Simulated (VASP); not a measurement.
Set up this calculation in VASP 6.6.1, as the native input.

| Item | Value |
| --- | --- |
| Task | single point |
| Functional | LDA |
| Potentials or basis | VASP PAW LDA potentials, release 64 (Cs_sv, I) |
| Cutoff | 500 eV |
| k mesh | 7 × 7 × 7 |
| Occupations | fermi-dirac, width 0.01 eV |
| Spin | no spin polarisation |
| Dipole correction | no |
| Further INCAR settings | ALGO = Normal; EDIFF = 1e-06; NBANDS = 15 |

The structure of CsI lies in POSCAR:

```
CsI
1.0
    4.5667000000      0.0228335000      0.0228335000
    0.0228335000      4.5667000000      0.0228335000
    0.0228335000      0.0228335000      4.5667000000
Cs I
1 1
Direct
    0.0000000000      0.0000000000      0.0000000000
    0.5000000000      0.5000000000      0.5000000000
```

This cell differs from its parent crystal: equal xy, yz and zx shear strains of +1 %.

These files were run (other wordings do the same):

INCAR

```
PREC     = Accurate       # precision mode
ENCUT    = 500            # plane-wave cutoff, eV
EDIFF    = 1E-6           # SCF threshold, eV
ISMEAR   = -1             # smearing method
SIGMA    = 0.01           # smearing width, eV
LREAL    = False          # projectors in reciprocal space
LASPH    = True           # aspherical terms in the spheres
NELM     = 120            # most SCF steps
ALGO     = Normal         # electronic algorithm
ISIF     = 2              # what is computed and relaxed
LWAVE    = False          # write WAVECAR
LCHARG   = False          # write CHGCAR
NBANDS   = 15             # bands
GGA_COMPAT= False
```

KPOINTS

```
regular mesh
0
Gamma
  7 7 7
```

Potentials or basis: VASP PAW LDA potentials, release 64 (Cs_sv, I).

Command:

```sh
$ cat potpaw_LDA.64/Cs_sv/POTCAR potpaw_LDA.64/I/POTCAR > POTCAR
$ mpirun -np 1 vasp_std > vasp.out
```

Results of the run:

```json
{
 "Pressure": "-1.4 GPa",
 "Band gap on the k mesh": "3.56 eV (least direct gap 3.63 eV)"
}
```

Caveat: the cell differs from its parent crystal (equal xy, yz and zx shear strains of +1 %); spin-orbit coupling is left out, which moves the levels of the heavy elements; an odd mesh through Γ misses points on the zone boundary, where band edges can lie.

It took 56 s on 1 thread of Intel Xeon 8259CL (shared host), peak memory 0.21 GiB.
